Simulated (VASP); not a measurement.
# B (P6_3/mmc) in VASP: further runs

The runs below take B through single point, with PBE.

Program: VASP 6.6.1. These are calculated values, not measurements. Logs are shortened: lines on timing, memory, paths and dates and some standing lists are left out, and cuts for length are marked.

## Step 1: The cell of the first run

Symmetry: P6_3/mmc, No. 194, hexagonal system. The conventional cell has a = 2.886 Å, b = 2.886 Å, c = 3.698 Å, α = 90.00°, β = 90.00°, γ = 120.00°. B (site symmetry -6m2) has 5 B at 1.67 to 1.85 Å within 2.2 Å. B (site symmetry -6m2) has 3 B at 1.67 Å within 2.2 Å.

## Step 2: Single point, PBE

INCAR

```
SYSTEM = B
ALGO = Normal
EDIFF = 1E-6
ENCUT = 520
GGA = PE
ISIF = 2
ISMEAR = -1
LASPH = .TRUE.
LCHARG = .TRUE.
LELF = .TRUE.
LREAL = .FALSE.
LVHAR = .TRUE.
LWAVE = .FALSE.
NBANDS = 14
NELM = 100
PREC = Accurate
SIGMA = 0.05
```

KPOINTS

```
k-points
0
G
  15 15 5
  0 0 0
```

POSCAR

```
B
1.0
    2.8858735673      0.0000000000      0.0000000000
   -1.4429367837      2.4992398214      0.0000000000
    0.0000000000      0.0000000000      3.6982585581
B
4
Direct
    0.0000000000      0.0000000000      0.2500000000
    0.0000000000      0.0000000000      0.7500000000
    0.3333333333      0.6666666667      0.2500000000
    0.6666666667      0.3333333333      0.7500000000
```

Potentials or basis: VASP PAW PBE potentials, release 64 (B).

Started as:

```
cat potpaw_PBE.64/B/POTCAR > POTCAR
mpirun -np 1 vasp_std > vasp.out
```

OUTCAR:

```text
SYSTEM = B
   EDIFF = 1E-6
   ENCUT = 520
   GGA = PE
   ISIF = 2
   ISMEAR = -1
   LASPH = .TRUE.
   LREAL = .FALSE.
   NELM = 100
   PREC = Accurate

 ion  position               nearest neighbor table
   1  0.000  0.000  0.250-   3 1.67   3 1.67   3 1.67   2 1.85   2 1.85
   2  0.000  0.000  0.750-   4 1.67   4 1.67   4 1.67   1 1.85   1 1.85
   3  0.333  0.667  0.250-   1 1.67   1 1.67   1 1.67
   4  0.667  0.333  0.750-   2 1.67   2 1.67   2 1.67

  LATTYP: Found a hexagonal cell.
 ALAT       =     2.8858735673
 C/A-ratio  =     1.2815040132

  Lattice vectors:

 A1 = (   2.8858735673,   0.0000000000,   0.0000000000)
 A2 = (  -1.4429367837,   2.4992398214,   0.0000000000)
 A3 = (   0.0000000000,   0.0000000000,   3.6982585581)

Analysis of symmetry for initial positions (statically):
=====================================================================
 Subroutine PRICEL returns:
 Original cell was already a primitive cell.

 Routine SETGRP: Setting up the symmetry group for a
 hexagonal supercell.

 Subroutine GETGRP returns: Found 24 space group operations
 (whereof 12 operations were pure point group operations)
 out of a pool of 24 trial point group operations.

The static configuration has the point symmetry D_3d.
 The point group associated with its full space group is D_6h.

Analysis of symmetry for dynamics (positions and initial velocities):
=====================================================================
 Subroutine PRICEL returns:
 Original cell was already a primitive cell.

 Routine SETGRP: Setting up the symmetry group for a
 hexagonal supercell.

 Subroutine GETGRP returns: Found 24 space group operations
 (whereof 12 operations were pure point group operations)
 out of a pool of 24 trial point group operations.

The dynamic configuration has the point symmetry D_3d.
 The point group associated with its full space group is D_6h.

 Subroutine INISYM returns: Found 24 space group operations
 (whereof 12 operations are pure point group operations),
 and found     1 'primitive' translations

----------------------------------------------------------------------------------------

                                     Primitive cell

  volume of cell :      26.6737

  direct lattice vectors                    reciprocal lattice vectors
     2.885873567  0.000000000  0.000000000     0.346515527  0.200060833  0.000000000
    -1.442936784  2.499239821  0.000000000     0.000000000  0.400121666  0.000000000
     0.000000000  0.000000000  3.698258558     0.000000000  0.000000000  0.270397536

  length of vectors
     2.885873567  2.885873567  3.698258558     0.400121666  0.400121666  0.270397536

  position of ions in fractional coordinates (direct lattice)
     0.000000000  0.000000000  0.250000000
     0.000000000  0.000000000  0.750000000
     0.333333333  0.666666667  0.250000000
     0.666666667  0.333333333  0.750000000

  ion indices of the primitive-cell ions
   primitive index   ion index
                 1           1
                 2           2
                 3           3
                 4           4

----------------------------------------------------------------------------------------

 KPOINTS: k-points

Automatic generation of k-mesh.
 Grid dimensions read from file:
 generate k-points for:   15   15    5

 Generating k-lattice:

  Cartesian coordinates                     Fractional coordinates (reciprocal lattice)
     0.023101035  0.013337389  0.000000000     0.066666667 -0.000000000  0.000000000
     0.000000000  0.026674778  0.000000000     0.000000000  0.066666667  0.000000000
     0.000000000  0.000000000  0.054079507     0.000000000  0.000000000  0.200000000

  Length of vectors
     0.026674778  0.026674778  0.054079507

  Shift w.r.t. Gamma in fractional coordinates (k-lattice)
     0.000000000  0.000000000  0.000000000

 Subroutine IBZKPT returns following result:
 ===========================================

 Found     81 irreducible k-points:

 Following reciprocal coordinates:
            Coordinates               Weight
  0.000000  0.000000  0.000000      1.000000
  0.066667  0.000000  0.000000      6.000000
  0.133333  0.000000  0.000000      6.000000
  0.200000  0.000000  0.000000      6.000000
  0.266667  0.000000  0.000000      6.000000
  0.333333  0.000000  0.000000      6.000000
[... 16 lines left out ...]
  0.333333  0.200000  0.000000     12.000000
  0.400000  0.200000  0.000000      6.000000
 [... further k-points ...]
   k-points           NKPTS =     81   k-points in BZ     NKDIM =     81   number of bands    NBANDS=     14
   number of dos      NEDOS =    301   number of ions     NIONS =      4
   total plane-waves  NPLWV =  16128
   dimension x,y,z NGX =    24 NGY =   24 NGZ =   28
   dimension x,y,z NGXF=    48 NGYF=   48 NGZF=   56
   ions per type =               4
   NGX,Y,Z   is equivalent  to a cutoff of  13.83, 13.83, 12.59 a.u.
   NGXF,Y,Z  is equivalent  to a cutoff of  27.65, 27.65, 25.17 a.u.
 SYSTEM =  B
   PREC   = accura    normal or accurate (medium, high low for compatibility)
   ISTART =      0    job   : 0-new  1-cont  2-samecut
   ICHARG =      2    charge: 1-file 2-atom 10-const
   ISPIN  =      1    spin polarized calculation?
   LNONCOLLINEAR =      F non collinear calculations
   LSORBIT =      F    spin-orbit coupling
   LASPH  =      T    aspherical Exc in radial PAW
   ENCUT  =  520.0 eV  38.22 Ry    6.18 a.u.   5.37  5.37  6.88*2*pi/ulx,y,z
   NELM   =    100;   NELMIN=  2; NELMDL= -5     # of ELM steps
   EDIFF  = 0.1E-05   stopping-criterion for ELM
   LREAL  =      F    real-space projection
   EDIFFG = 0.1E-04   stopping-criterion for IOM
   NSW    =      0    number of steps for IOM
   IBRION =     -1    ionic relax: 0-MD 1-quasi-New 2-CG
   NFREE  =      0    steps in history (QN), initial steepest desc. (CG)
   ISIF   =      2    stress and relaxation
   ISYM   =      2    0-nonsym 1-usesym 2-fastsym
   POTIM  = 0.5000    time-step for ionic-motion
   TEBEG  =    0.0;   TEEND  =   0.0 temperature during run
   PSTRESS=    0.0 pullay stress
   NELECT =      12.0000    total number of electrons
   NUPDOWN=      -1.0000    fix difference up-down
   EMIN   =  10.00;   EMAX   =-10.00  energy-range for DOS
   EFERMI =   0.00;   METHOD = LEGACY
   ISMEAR =    -1;   SIGMA  =   0.05  broadening in eV -4-tet -1-fermi 0-gaus
   EFERMI_NEDOS =   21; number of points for ismear=-14 and -15
   IALGO  =     38    algorithm
   IMIX   =      4    mixing-type and parameters
     AMIX     =   0.40;   BMIX     =  1.00
     AMIX_MAG =   1.60;   BMIX_MAG =  1.00
  volume/ion in A,a.u.               =       6.67        45.00
  Fermi-wavevector in a.u.,A,eV,Ry     =   1.254415  2.370500 21.409527  1.573556
  Thomas-Fermi vector in A             =   2.388221
   LORBIT       =      0    0 simple, 1 ext, 2 COOP (PROOUT), +10 PAW based schemes
   GGA     = PE    functional components
   LHFCALC =     F    Hartree Fock is set to
   AEXX    =    0.0000 exact exchange contribution
   IVDW    =     0    specifies the selected vdW correction
   LEPSILON=     F    determine dielectric tensor
   LRPA    =     F    only Hartree local field effects (RPA)
 non-spin polarized calculation
  energy-cutoff  :      520.00
  volume of cell :       26.67
 maximum number of plane-waves:       745
 NGX is ok and might be reduce to    24

 number of electron      12.0000001 magnetization

 Free energy of the ion-electron system (eV)
  ---------------------------------------------------
  ext. energy  EPLUGINS =         0.00000000
  ---------------------------------------------------
  free energy    TOTEN  =       -22.82423368 eV

  energy without entropy =      -22.81446950  energy(sigma->0) =      -22.81935159

 E-fermi :   7.0553     XC(G=0): -12.2033

 val. band max:        7.0432921978   @ k =   0.4667  -0.0000   0.2000
 cond. band min:       7.0600917671   @ k =   0.2000   0.0000   0.2000
 fundamental gap:      0.0167995693
 Fermi energy:         7.0552567828

 k-point     1 :       0.0000    0.0000    0.0000
  band No.  band energies     occupation
      1      -8.8140      2.00000
      2      -1.1417      2.00000
      3       1.1655      2.00000
      4       5.9660      2.00000
      5       5.9660      2.00000
      6       8.1589      0.00000
      7       8.1589      0.00000
      8      14.6987      0.00000
      9      15.2986      0.00000
     10      15.2986      0.00000
     11      15.5615      0.00000
     12      15.8976      0.00000
     13      17.6750      0.00000
     14      17.6750      0.00000

 k-point     2 :       0.0667    0.0000    0.0000
  band No.  band energies     occupation
      1      -8.7303      2.00000
      2      -1.0472      2.00000
      3       1.2245      2.00000
      4       5.3800      2.00000
      5       5.6002      2.00000
      6       8.2158      0.00000
      7       8.3870      0.00000
      8      14.3765      0.00000
      9      14.7959      0.00000
     10      15.3121      0.00000
     11      15.7311      0.00000
     12      15.8249      0.00000
     13      18.0792      0.00000
     14      18.1538      0.00000

 k-point     3 :       0.1333    0.0000    0.0000
  band No.  band energies     occupation
      1      -8.4797      2.00000
      2      -0.7655      2.00000
      3       1.4006      2.00000
      4       4.0718      2.00000
      5       4.8690      2.00000
      6       8.1119      0.00000
      7       8.6669      0.00000
      8      13.4765      0.00000
      9      13.7897      0.00000
     10      15.2697      0.00000
     11      15.6640      0.00000
     12      16.6058      0.00000
     13      18.8987      0.00000
     14      19.3065      0.00000
[... 324 lines left out ...]
 k-point    23 :       0.3333    0.2000    0.0000
  band No.  band energies     occupation
      1      -4.8190      2.00000
      2      -2.3241      2.00000
      3      -0.0547      2.00000
      4       2.8311      2.00000
      5       3.9619      2.00000
      6       5.5588      2.00000
      7       6.7968      1.98869
      8       7.4709      0.00049
      9      10.4302      0.00000
     10      14.2487      0.00000
     11      18.6439      0.00000
     12      22.6279      0.00000
     13      23.6788      0.00000
     14      24.4558      0.00000

 k-point    24 :       0.4000    0.2000    0.0000
  band No.  band energies     occupation
      1      -4.0263      2.00000
      2      -3.2438      2.00000
      3      -0.1473      2.00000
      4       3.1945      2.00000
      5       4.5373      2.00000
      6       4.9220      2.00000
      7       6.7407      1.99630
      8       7.0064      1.45278
      9      10.2863      0.00000
     10      14.1673      0.00000
     11      20.4495      0.00000
     12      21.0515      0.00000
     13      23.5512      0.00000
     14      24.7772      0.00000

 [... further k-points ...]
[... 5 lines left out ...]
  --------------------------------------------------------------------------------------
  -------------------------------------------------------------------------------------
  Total        5.5171949      5.5171949      5.5002415     -0.0000000     -0.0000000      0.0000000
  in kB      331.3953485    331.3953485    330.3770238     -0.0000000     -0.0000000      0.0000000
  external PRESSURE =     331.0559069 kB  Pullay stress =       0.0000000 kB

 VOLUME and BASIS-vectors are now :
 -----------------------------------------------------------------------------
  energy-cutoff  :      520.00
  volume of cell :       26.67
      direct lattice vectors                 reciprocal lattice vectors
     2.885873567  0.000000000  0.000000000     0.346515527  0.200060833  0.000000000
    -1.442936784  2.499239821  0.000000000     0.000000000  0.400121666  0.000000000
     0.000000000  0.000000000  3.698258558     0.000000000  0.000000000  0.270397536

 POSITION                                       TOTAL-FORCE (eV/Angst)
 -----------------------------------------------------------------------------------
      0.00000      0.00000      0.92456         0.000000      0.000000     -0.000000
      0.00000      0.00000      2.77369        -0.000000      0.000000     -0.000000
     -0.00000      1.66616      0.92456        -0.000000      0.000000     -0.000000
      1.44294      0.83308      2.77369         0.000000     -0.000000      0.000000
 -----------------------------------------------------------------------------------
    total drift:                               -0.000000      0.000000     -0.000000

  FREE ENERGIE OF THE ION-ELECTRON SYSTEM (eV)
  ---------------------------------------------------
  free  energy   TOTEN  =       -22.8242336758 eV

  energy  without entropy=      -22.8144694957  energy(sigma->0) =      -22.81935159
```

Run time: 20 s. Hardware: 1 thread of AMD EPYC 9R45 (Zen 5), shared host; peak memory 0.11 GiB.

Results:

| Quantity | Value |
| --- | --- |
| Free energy | -22.8242 eV |
| Pressure | 33.1 GPa |
| Band gap on the k mesh | zero (band 6 reaches 8.30 eV, above the bottom of band 7 at 5.56 eV) |

Levels at points of the mesh, in eV from the Fermi level:
| k point | band 3 | band 4 | band 5 | band 6 | band 7 | band 8 | band 9 | band 10 |
| --- | --- | --- | --- | --- | --- | --- | --- | --- |
| (0.00, 0.00, 0.00) | -5.89 | -1.09 | -1.09 | 1.10 | 1.10 | 7.64 | 8.24 | 8.24 |

## Step 3: Single point, PBE

INCAR

```
ALGO = Normal
EDIFF = 1E-6
ENCUT = 520
GGA = PE
ISIF = 2
ISMEAR = -1
LASPH = True
LCHARG = False
LREAL = False
LWAVE = False
NBANDS = 14
NELM = 80
PREC = Accurate
SIGMA = 0.05
```

KPOINTS

```
k-points
0
Gamma
  15 15 5
```

POSCAR is that of step 2.

Potentials or basis: VASP PAW PBE potentials, release 64 (B).

Started as:

```
cat potpaw_PBE.64/B/POTCAR > POTCAR
mpirun -np 1 vasp_std > vasp.out
```

OUTCAR:

```text
EDIFF = 1E-6
   ENCUT = 520
   GGA = PE
   ISIF = 2
   ISMEAR = -1
   LASPH = True
   LREAL = False
   NELM = 80
   PREC = Accurate

 ion  position               nearest neighbor table
   1  0.000  0.000  0.250-   3 1.67   3 1.67   3 1.67   2 1.85   2 1.85
   2  0.000  0.000  0.750-   4 1.67   4 1.67   4 1.67   1 1.85   1 1.85
   3  0.333  0.667  0.250-   1 1.67   1 1.67   1 1.67
   4  0.667  0.333  0.750-   2 1.67   2 1.67   2 1.67

  LATTYP: Found a hexagonal cell.
[... 600 lines left out ...]
     12      21.0515      0.00000
     13      23.5512      0.00000
     14      24.7772      0.00000

 [... further k-points ...]
[... 5 lines left out ...]
  --------------------------------------------------------------------------------------
  -------------------------------------------------------------------------------------
  Total        5.5171949      5.5171949      5.5002415     -0.0000000     -0.0000000      0.0000000
  in kB      331.3953485    331.3953485    330.3770238     -0.0000000     -0.0000000      0.0000000
  external PRESSURE =     331.0559069 kB  Pullay stress =       0.0000000 kB

 VOLUME and BASIS-vectors are now :
 -----------------------------------------------------------------------------
  energy-cutoff  :      520.00
  volume of cell :       26.67
      direct lattice vectors                 reciprocal lattice vectors
     2.885873567  0.000000000  0.000000000     0.346515527  0.200060833  0.000000000
    -1.442936784  2.499239821  0.000000000     0.000000000  0.400121666  0.000000000
     0.000000000  0.000000000  3.698258558     0.000000000  0.000000000  0.270397536

 POSITION                                       TOTAL-FORCE (eV/Angst)
 -----------------------------------------------------------------------------------
      0.00000      0.00000      0.92456         0.000000      0.000000     -0.000000
      0.00000      0.00000      2.77369        -0.000000      0.000000     -0.000000
     -0.00000      1.66616      0.92456        -0.000000      0.000000     -0.000000
      1.44294      0.83308      2.77369         0.000000     -0.000000      0.000000
 -----------------------------------------------------------------------------------
    total drift:                               -0.000000      0.000000     -0.000000

  FREE ENERGIE OF THE ION-ELECTRON SYSTEM (eV)
  ---------------------------------------------------
  free  energy   TOTEN  =       -22.8242336758 eV

  energy  without entropy=      -22.8144694957  energy(sigma->0) =      -22.81935159
```

Run time: 17 s. Hardware: 1 thread of AMD EPYC 9R45 (Zen 5), shared host; peak memory 0.12 GiB.

What came out:

* Free energy: -22.8242 eV
* Pressure: 33.1 GPa
* Band gap on the k mesh: zero (band 6 reaches 8.30 eV, above the bottom of band 7 at 5.56 eV)

Stress tensor (GPa, compression positive):
```
33.14  0.00  0.00
 0.00 33.14  0.00
 0.00  0.00 33.04
```

Levels at points of the mesh, in eV from the Fermi level:
| k point | band 2 | band 3 | band 4 | band 5 | band 6 | band 7 | band 8 | band 9 | band 10 | band 11 |
| --- | --- | --- | --- | --- | --- | --- | --- | --- | --- | --- |
| (0.00, 0.00, 0.00) | -8.20 | -5.89 | -1.09 | -1.09 | 1.10 | 1.10 | 7.64 | 8.24 | 8.24 | 8.51 |

## Step 4: Single point, PBE

This run uses another cell than the first one, of 7.85 Å³/atom, 1.176 times its volume.

INCAR

```
SYSTEM = B
ALGO = Normal
EDIFF = 1E-6
ENCUT = 520
GGA = PE
ISIF = 2
ISMEAR = -1
LASPH = .True.
LCHARG = .False.
LREAL = .False.
LWAVE = .False.
NBANDS = 14
NELM = 100
PREC = Accurate
SIGMA = 0.05
```

KPOINTS

```
k-points
0
Gamma
  15 15 5
  0 0 0
```

POSCAR

```
B
1.0
    2.9937075309      0.0000000000      0.0000000000
   -1.4968537655      2.5926267733      0.0000000000
    0.0000000000      0.0000000000      4.0430974224
B
4
Direct
    0.0000000000      0.0000000000      0.2500000000
    0.0000000000      0.0000000000      0.7500000000
    0.3333333333      0.6666666667      0.2500000000
    0.6666666667      0.3333333333      0.7500000000
```

Started as:

```
cat potpaw_PBE.64/B/POTCAR > POTCAR
mpirun -np 1 vasp_std > vasp.out
```

Run time: 19 s. Hardware: 1 thread of AMD EPYC 9R45 (Zen 5), shared host; peak memory 0.12 GiB.

The run converged. Its results:

```
Free energy            : -23.2427 eV
Pressure               : 0.1 GPa
Band gap on the k mesh : zero (band 6 reaches 6.60 eV, above the bottom of band 7 at 3.08 eV)
```

Levels at points of the mesh, in eV from the Fermi level:
```
           k point  band 4  band 5  band 6  band 7  band 8  band 9
(0.00, 0.00, 0.00)   -0.28   -0.28    1.41    1.41    7.58    7.77
```
